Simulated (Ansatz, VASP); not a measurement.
**Sn: VASP beside Ansatz**

```
CELL_PARAMETERS angstrom
0.00000 3.28324 3.28324
3.28324 0.00000 3.28324
3.28324 3.28324 0.00000
ATOMIC_POSITIONS crystal
Sn 0.00000 0.00000 0.00000
Sn 0.25000 0.25000 0.25000
```

Alike in both runs: functional r2SCAN; k mesh 10 × 10 × 10; occupations gaussian, width 0.1 eV; no spin polarisation.

Ansatz relaxed the structure, and its values are those at the end. VASP's run is a single point on that final structure, the one shown.

|  | VASP | Ansatz |
| --- | --- | --- |
| version | VASP 6.6.1 | Ansatz 0.2.0 |
| potentials or method | VASP PAW PBE potentials, release 64 (Sn_d), cutoff 520 eV | scalar-relativistic, plane waves, PAW |
| valence electrons in the cell | 28 | 28 |

|  | VASP | Ansatz | Ansatz less VASP |
| --- | --- | --- | --- |
| gap on the k mesh at the Fermi level (eV) | none | none | - |
| pressure (GPa) | 0.0 | 0.0 | +0.05 |

VASP's potentials were made for PBE, not for r2SCAN. A gap of «none» marks a metal or a gap that the smearing closes.
